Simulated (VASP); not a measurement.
# WSe2 in VASP: further runs

WSe2 is run at these levels: PBEsol; tasks: single point.

Everything below comes from runs of VASP 6.6.1. Logs are shortened: lines on timing, memory, paths and dates and some standing lists are left out, and cuts for length are marked.

### Step 1. The cell of the first run

The cell holds a slab with vacuum, 3 atoms: a = 3.270 Å, b = 3.270 Å, c = 16.661 Å, α = 90.00°, β = 90.00°, γ = 120.00°.

### Step 2. Single point, PBEsol

Input file INCAR:

```
SYSTEM = WSe2
ALGO = Normal ; EDIFF = 1E-7
ENCUT = 520 ; GGA = PS
ISIF = 2 ; ISMEAR = 0
LASPH = .TRUE. ; LCHARG = .FALSE.
LREAL = .FALSE. ; LWAVE = .FALSE.
NBANDS = 20 ; NELM = 60
PREC = Accurate ; SIGMA = 0.02
```

Input file KPOINTS:

```
k-points
0
G
  12 12 2
  0 0 0
```

Input file POSCAR:

```
WSe2
1.0
    3.2702526715      0.0000000000      0.0000000000
   -1.6351263358      2.8321218903      0.0000000000
    0.0000000000      0.0000000000     16.6612169000
W Se
1 2
Direct
    0.0000000000      0.0000000000      0.0000000000
    0.3333333333      0.6666666667      0.1003992728
    0.3333333333      0.6666666667      0.8996007272
```

Potentials or basis: VASP PAW PBE potentials, release 64 (W_sv, Se).

Launch:

```sh
$ cat potpaw_PBE.64/W_sv/POTCAR potpaw_PBE.64/Se/POTCAR > POTCAR
$ mpirun -np 1 vasp_std > vasp.out
```

OUTCAR:

```text
SYSTEM = WSe2
   EDIFF = 1E-7
   ENCUT = 520
   GGA = PS
   ISIF = 2
   ISMEAR = 0
   LASPH = .TRUE.
   LREAL = .FALSE.
   NELM = 60
   PREC = Accurate

 ion  position               nearest neighbor table
   1  0.000  0.000  0.000-   2 2.52   3 2.52   2 2.52   3 2.52   2 2.52   3 2.52
   2  0.333  0.667  0.100-   1 2.52   1 2.52   1 2.52
   3  0.333  0.667  0.900-   1 2.52   1 2.52   1 2.52

  LATTYP: Found a hexagonal cell.
 ALAT       =     3.2702526715
 C/A-ratio  =     5.0947796925

  Lattice vectors:

 A1 = (   3.2702526715,   0.0000000000,   0.0000000000)
 A2 = (  -1.6351263358,   2.8321218903,   0.0000000000)
 A3 = (   0.0000000000,   0.0000000000,  16.6612169000)

Analysis of symmetry for initial positions (statically):
=====================================================================
 Subroutine PRICEL returns:
 Original cell was already a primitive cell.

 Routine SETGRP: Setting up the symmetry group for a
 hexagonal supercell.

 Subroutine GETGRP returns: Found 12 space group operations
 (whereof 12 operations were pure point group operations)
 out of a pool of 24 trial point group operations.

The static configuration has the point symmetry D_3h.

Analysis of symmetry for dynamics (positions and initial velocities):
=====================================================================
 Subroutine PRICEL returns:
 Original cell was already a primitive cell.

 Routine SETGRP: Setting up the symmetry group for a
 hexagonal supercell.

 Subroutine GETGRP returns: Found 12 space group operations
 (whereof 12 operations were pure point group operations)
 out of a pool of 24 trial point group operations.

The dynamic configuration has the point symmetry D_3h.

 Subroutine INISYM returns: Found 12 space group operations
 (whereof 12 operations are pure point group operations),
 and found     1 'primitive' translations

----------------------------------------------------------------------------------------

                                     Primitive cell

  volume of cell :     154.3121

  direct lattice vectors                    reciprocal lattice vectors
     3.270252672  0.000000000  0.000000000     0.305786770  0.176546074  0.000000000
    -1.635126336  2.832121890  0.000000000     0.000000000  0.353092147  0.000000000
     0.000000000  0.000000000 16.661216900     0.000000000  0.000000000  0.060019626

  length of vectors
     3.270252672  3.270252672 16.661216900     0.353092147  0.353092147  0.060019626

  position of ions in fractional coordinates (direct lattice)
     0.000000000  0.000000000  0.000000000
     0.333333333  0.666666667  0.100399273
     0.333333333  0.666666667  0.899600727

  ion indices of the primitive-cell ions
   primitive index   ion index
                 1           1
                 2           2
                 3           3

----------------------------------------------------------------------------------------

 KPOINTS: k-points

Automatic generation of k-mesh.
 Grid dimensions read from file:
 generate k-points for:   12   12    2

 Generating k-lattice:

  Cartesian coordinates                     Fractional coordinates (reciprocal lattice)
     0.025482231  0.014712173  0.000000000     0.083333333 -0.000000000  0.000000000
     0.000000000  0.029424346  0.000000000     0.000000000  0.083333333  0.000000000
     0.000000000  0.000000000  0.030009813     0.000000000  0.000000000  0.500000000

  Length of vectors
     0.029424346  0.029424346  0.030009813

  Shift w.r.t. Gamma in fractional coordinates (k-lattice)
     0.000000000  0.000000000  0.000000000

 Subroutine IBZKPT returns following result:
 ===========================================

 Found     38 irreducible k-points:

 Following reciprocal coordinates:
            Coordinates               Weight
  0.000000  0.000000  0.000000      1.000000
  0.083333 -0.000000  0.000000      6.000000
  0.166667 -0.000000  0.000000      6.000000
  0.250000 -0.000000  0.000000      6.000000
  0.333333  0.000000  0.000000      6.000000
  0.416667 -0.000000  0.000000      6.000000
[... 16 lines left out ...]
  0.250000 -0.000000  0.500000      6.000000
  0.333333  0.000000  0.500000      6.000000
 [... further k-points ...]
   k-points           NKPTS =     38   k-points in BZ     NKDIM =     38   number of bands    NBANDS=     20
   number of dos      NEDOS =    301   number of ions     NIONS =      3
   total plane-waves  NPLWV =  72576
   dimension x,y,z NGX =    24 NGY =   24 NGZ =  126
   dimension x,y,z NGXF=    48 NGYF=   48 NGZF=  252
   ions per type =               1   2
   NGX,Y,Z   is equivalent  to a cutoff of  12.20, 12.20, 12.57 a.u.
   NGXF,Y,Z  is equivalent  to a cutoff of  24.40, 24.40, 25.14 a.u.
 SYSTEM =  WSe2
   PREC   = accura    normal or accurate (medium, high low for compatibility)
   ISTART =      0    job   : 0-new  1-cont  2-samecut
   ICHARG =      2    charge: 1-file 2-atom 10-const
   ISPIN  =      1    spin polarized calculation?
   LNONCOLLINEAR =      F non collinear calculations
   LSORBIT =      F    spin-orbit coupling
   LASPH  =      T    aspherical Exc in radial PAW
   ENCUT  =  520.0 eV  38.22 Ry    6.18 a.u.   6.08  6.08 30.98*2*pi/ulx,y,z
   NELM   =     60;   NELMIN=  2; NELMDL= -5     # of ELM steps
   EDIFF  = 0.1E-06   stopping-criterion for ELM
   LREAL  =      F    real-space projection
   EDIFFG = 0.1E-05   stopping-criterion for IOM
   NSW    =      0    number of steps for IOM
   IBRION =     -1    ionic relax: 0-MD 1-quasi-New 2-CG
   NFREE  =      0    steps in history (QN), initial steepest desc. (CG)
   ISIF   =      2    stress and relaxation
   ISYM   =      2    0-nonsym 1-usesym 2-fastsym
   POTIM  = 0.5000    time-step for ionic-motion
   TEBEG  =    0.0;   TEEND  =   0.0 temperature during run
   PSTRESS=    0.0 pullay stress
   NELECT =      26.0000    total number of electrons
   NUPDOWN=      -1.0000    fix difference up-down
   EMIN   =  10.00;   EMAX   =-10.00  energy-range for DOS
   EFERMI =   0.00;   METHOD = LEGACY
   ISMEAR =     0;   SIGMA  =   0.02  broadening in eV -4-tet -1-fermi 0-gaus
   EFERMI_NEDOS =   21; number of points for ismear=-14 and -15
   IALGO  =     38    algorithm
   IMIX   =      4    mixing-type and parameters
     AMIX     =   0.40;   BMIX     =  1.00
     AMIX_MAG =   1.60;   BMIX_MAG =  1.00
  volume/ion in A,a.u.               =      51.44       347.12
  Fermi-wavevector in a.u.,A,eV,Ry     =   0.904203  1.708696 11.123894  0.817583
  Thomas-Fermi vector in A             =   2.027621
   LORBIT       =      0    0 simple, 1 ext, 2 COOP (PROOUT), +10 PAW based schemes
   GGA     = PS    functional components
   LHFCALC =     F    Hartree Fock is set to
   AEXX    =    0.0000 exact exchange contribution
   IVDW    =     0    specifies the selected vdW correction
   LEPSILON=     F    determine dielectric tensor
   LRPA    =     F    only Hartree local field effects (RPA)
 non-spin polarized calculation
 Gauss-broadening in eV      SIGMA  =   0.02
  energy-cutoff  :      520.00
  volume of cell :      154.31
 maximum number of plane-waves:      4212
   NGX = 13   NGY = 13   NGZ = 61

 number of electron      25.9999996 magnetization

 Free energy of the ion-electron system (eV)
  ---------------------------------------------------
  ext. energy  EPLUGINS =         0.00000000
  ---------------------------------------------------
  free energy    TOTEN  =       -23.23495000 eV

  energy without entropy =      -23.23495000  energy(sigma->0) =      -23.23495000

 E-fermi :  -0.6258     XC(G=0):  -4.8458

 val. band max:       -0.8197088423   @ k =   0.3333   0.3333   0.0000
 cond. band min:       0.8685858970   @ k =   0.1667   0.1667   0.0000
 fundamental gap:      1.6882947393
 Fermi energy:        -0.6257958696

 k-point     1 :       0.0000    0.0000    0.0000
  band No.  band energies     occupation
      1     -74.7640      2.00000
      2     -39.0300      2.00000
      3     -38.8793      2.00000
      4     -38.8793      2.00000
      5     -15.7208      2.00000
      6     -14.4197      2.00000
[... 12 lines left out ...]
     19       4.1934      0.00000
     20       4.4722      0.00000

 k-point     2 :       0.0833   -0.0000    0.0000
  band No.  band energies     occupation
      1     -74.7633      2.00000
      2     -39.0267      2.00000
      3     -38.8963      2.00000
      4     -38.8833      2.00000
      5     -15.6125      2.00000
      6     -14.3654      2.00000
[... 12 lines left out ...]
     19       4.3359      0.00000
     20       4.8578      0.00000

 k-point     3 :       0.1667   -0.0000    0.0000
  band No.  band energies     occupation
      1     -74.7612      2.00000
      2     -39.0178      2.00000
      3     -38.9427      2.00000
      4     -38.8941      2.00000
      5     -15.3015      2.00000
      6     -14.2101      2.00000
[... 12 lines left out ...]
     19       4.7312      0.00000
     20       5.5195      0.00000

 k-point     4 :       0.2500   -0.0000    0.0000
  band No.  band energies     occupation
      1     -74.7583      2.00000
      2     -39.0055      2.00000
      3     -39.0054      2.00000
      4     -38.9089      2.00000
      5     -14.8326      2.00000
      6     -13.9782      2.00000
[... 12 lines left out ...]
     19       5.3262      0.00000
     20       5.9463      0.00000

 k-point     5 :       0.3333    0.0000    0.0000
  band No.  band energies     occupation
      1     -74.7555      2.00000
      2     -39.0675      2.00000
      3     -38.9933      2.00000
      4     -38.9237      2.00000
      5     -14.2912      2.00000
      6     -13.7176      2.00000
[... 12 lines left out ...]
     19       5.8182      0.00000
     20       5.9516      0.00000

 k-point     6 :       0.4167   -0.0000    0.0000
  band No.  band energies     occupation
      1     -74.7534      2.00000
      2     -39.1124      2.00000
      3     -38.9843      2.00000
      4     -38.9345      2.00000
      5     -13.8236      2.00000
      6     -13.5027      2.00000
[... 12 lines left out ...]
     19       6.0953      0.00000
     20       6.1875      0.00000

 k-point     7 :       0.5000   -0.0000    0.0000
  band No.  band energies     occupation
      1     -74.7527      2.00000
      2     -39.1288      2.00000
      3     -38.9810      2.00000
      4     -38.9384      2.00000
      5     -13.6302      2.00000
      6     -13.4176      2.00000
[... 12 lines left out ...]
     19       6.2611      0.00000
     20       6.3431      0.00000
[... 277 lines left out ...]
 k-point    20 :       0.0000    0.0000    0.5000
  band No.  band energies     occupation
      1     -74.7640      2.00000
      2     -39.0300      2.00000
      3     -38.8793      2.00000
      4     -38.8793      2.00000
      5     -15.7208      2.00000
      6     -14.4197      2.00000
[... 12 lines left out ...]
     19       3.9072      0.00000
     20       4.8026      0.00000

 k-point    21 :       0.0833   -0.0000    0.5000
  band No.  band energies     occupation
      1     -74.7633      2.00000
      2     -39.0267      2.00000
      3     -38.8963      2.00000
      4     -38.8832      2.00000
      5     -15.6125      2.00000
      6     -14.3654      2.00000
[... 12 lines left out ...]
     19       4.0466      0.00000
     20       5.2035      0.00000

 k-point    22 :       0.1667   -0.0000    0.5000
  band No.  band energies     occupation
      1     -74.7612      2.00000
      2     -39.0178      2.00000
      3     -38.9427      2.00000
      4     -38.8941      2.00000
      5     -15.3015      2.00000
      6     -14.2101      2.00000
[... 12 lines left out ...]
     19       4.4811      0.00000
     20       6.0316      0.00000

 k-point    23 :       0.2500   -0.0000    0.5000
  band No.  band energies     occupation
      1     -74.7583      2.00000
      2     -39.0055      2.00000
      3     -39.0054      2.00000
      4     -38.9089      2.00000
      5     -14.8326      2.00000
      6     -13.9782      2.00000
[... 12 lines left out ...]
     19       5.0656      0.00000
     20       6.3586      0.00000

 k-point    24 :       0.3333    0.0000    0.5000
  band No.  band energies     occupation
      1     -74.7555      2.00000
      2     -39.0675      2.00000
      3     -38.9933      2.00000
      4     -38.9237      2.00000
      5     -14.2912      2.00000
      6     -13.7176      2.00000
[... 12 lines left out ...]
     19       5.8061      0.00000
     20       5.9148      0.00000

 [... further k-points ...]
[... 5 lines left out ...]
  --------------------------------------------------------------------------------------
  -------------------------------------------------------------------------------------
  Total        0.1373513      0.1373513      0.1903373     -0.0000000     -0.0000000      0.0000000
  in kB        1.4260784      1.4260784      1.9762162     -0.0000000     -0.0000000      0.0000000
  external PRESSURE =       1.6094576 kB  Pullay stress =       0.0000000 kB

 VOLUME and BASIS-vectors are now :
 -----------------------------------------------------------------------------
  energy-cutoff  :      520.00
  volume of cell :      154.31
      direct lattice vectors                 reciprocal lattice vectors
     3.270252672  0.000000000  0.000000000     0.305786770  0.176546074  0.000000000
    -1.635126336  2.832121890  0.000000000     0.000000000  0.353092147  0.000000000
     0.000000000  0.000000000 16.661216900     0.000000000  0.000000000  0.060019626

 POSITION                                       TOTAL-FORCE (eV/Angst)
 -----------------------------------------------------------------------------------
      0.00000      0.00000      0.00000        -0.000000      0.000000      0.000000
     -0.00000      1.88808      1.67277        -0.000000      0.000000      0.060287
     -0.00000      1.88808     14.98844         0.000000     -0.000000     -0.060287
 -----------------------------------------------------------------------------------
    total drift:                                0.000000     -0.000000     -0.000000

  FREE ENERGIE OF THE ION-ELECTRON SYSTEM (eV)
  ---------------------------------------------------
  free  energy   TOTEN  =       -23.2349500031 eV

  energy  without entropy=      -23.2349500031  energy(sigma->0) =      -23.23495000
```

It took 56 s on 1 thread of Intel Xeon 6975P-C (Granite Rapids), shared host; peak memory 0.31 GiB.

What came out:

```
Free energy            : -23.2350 eV
Largest force          : 0.060 eV/Å
Band gap on the k mesh : 1.69 eV, indirect (the least direct gap lies 1.1 meV higher)
```

Forces on the atoms (eV/Å):
```
W    0.000  0.000  0.000
Se   0.000  0.000  0.060
Se   0.000  0.000 -0.060
```

Caveat: the PAW data sets were made with another functional, which shifts forces and pressure a little; spin-orbit coupling is left out, which moves the levels of the heavy elements.

### Step 3. Single point, PBEsol

Input file INCAR:

```
  ALGO = Normal
  EDIFF = 1E-7
  ENCUT = 520
  GGA = PS
  ISIF = 2
  ISMEAR = 0
  LASPH = True
  LCHARG = False
  LREAL = False
  LWAVE = False
  NBANDS = 20
  NELM = 60
  PREC = Accurate
  SIGMA = 0.05
```

Input file KPOINTS:

```
k-points
0
Gamma
  12 12 2
```

Input file POSCAR:

```
WSe2
1.0
    3.2702526784      0.0000000000      0.0000000000
   -1.6351263392      2.8321218963      0.0000000000
    0.0000000000      0.0000000000     16.6612169706
W Se
1 2
Direct
    0.0000000000      0.0000000000      0.0000000000
    0.3333333333      0.6666666667      0.1003992721
    0.3333333333      0.6666666667      0.8996007279
```

Potentials or basis: VASP PAW PBE potentials, release 64 (W_sv, Se).

Launch:

```sh
$ cat potpaw_PBE.64/W_sv/POTCAR potpaw_PBE.64/Se/POTCAR > POTCAR
$ mpirun -np 1 vasp_std > vasp.out
```

Wall time 2.2 min (1 thread of Intel Xeon Platinum 8259CL at 2.50GHz (Skylake/Cascade Lake), shared host); peak memory 0.31 GiB.

It converged, with:

| Quantity | Value |
| --- | --- |
| Free energy | -23.2350 eV |
| Largest force | 0.060 eV/Å |
| Band gap on the k mesh | 1.69 eV, indirect (the least direct gap lies 1.1 meV higher) |

Forces on the atoms (eV/Å):
```
W    0.000  0.000  0.000
Se   0.000  0.000  0.060
Se   0.000  0.000 -0.060
```

Levels at points of the mesh, in eV from the valence-band top:
| k point | band 11 | band 12 | band 13 | band 14 | band 15 | band 16 |
| --- | --- | --- | --- | --- | --- | --- |
| (0.00, 0.00, 0.00) | -1.18 | -1.18 | -0.41 | 3.06 | 3.06 | 3.26 |
| (0.50, 0.00, 0.00) | -2.18 | -1.02 | -0.85 | 2.53 | 2.86 | 3.76 |
| (0.00, 0.00, 0.50) | -1.18 | -1.18 | -0.41 | 3.06 | 3.06 | 3.26 |
| (0.50, 0.00, 0.50) | -2.18 | -1.02 | -0.85 | 2.53 | 2.86 | 3.76 |

Caveat: the PAW data sets were made with another functional, which shifts forces and pressure a little; spin-orbit coupling is left out, which moves the levels of the heavy elements.

### Step 4. Single point, PBEsol

Input file INCAR:

```
SYSTEM = WSe2
  PREC = Accurate
  ENCUT = 520
  EDIFF = 1E-7
  ISMEAR = 0
  SIGMA = 0.05
  LREAL = .FALSE.
  LASPH = .TRUE.
  NELM = 80
  ALGO = Normal
  ISIF = 2
  LWAVE = .FALSE.
  LCHARG = .TRUE.
  GGA = PS
  LELF = .TRUE.
  LVHAR = .TRUE.
  NBANDS = 20
```

Input file KPOINTS:

```
Automatic mesh
0
G
  12 12 2
  0 0 0
```

POSCAR is that of step 3.

Launch:

```sh
$ cat potpaw_PBE.64/W_sv/POTCAR potpaw_PBE.64/Se/POTCAR > POTCAR
$ mpirun -np 1 vasp_std > vasp.out
```

Wall time 2.3 min (1 thread of Intel Xeon Platinum 8259CL at 2.50GHz (Skylake/Cascade Lake), shared host); peak memory 0.31 GiB.

Results (log left out):

```
Free energy            : -23.2350 eV
Largest force          : 0.060 eV/Å
Band gap on the k mesh : 1.69 eV, indirect (the least direct gap lies 1.1 meV higher)
```

Forces in eV/Å, atoms in the order of the input:
```
W    0.000  0.000  0.000
Se   0.000  0.000  0.060
Se   0.000  0.000 -0.060
```

Levels at points of the mesh, in eV from the valence-band top:
```csv
k point,band 9,band 10,band 11,band 12,band 13,band 14,band 15,band 16,band 17,band 18
"(0.00, 0.00, 0.00)",-2.34,-2.25,-1.18,-1.18,-0.41,3.06,3.06,3.26,3.26,4.36
"(0.50, 0.00, 0.00)",-4.25,-3.00,-2.18,-1.02,-0.85,2.53,2.86,3.76,4.45,4.53
"(0.00, 0.00, 0.50)",-2.34,-2.25,-1.18,-1.18,-0.41,3.06,3.06,3.26,3.26,4.45
"(0.50, 0.00, 0.50)",-4.25,-3.00,-2.18,-1.02,-0.85,2.53,2.86,3.76,4.45,4.53
```

Caveat: the PAW data sets were made with another functional, which shifts forces and pressure a little; spin-orbit coupling is left out, which moves the levels of the heavy elements.
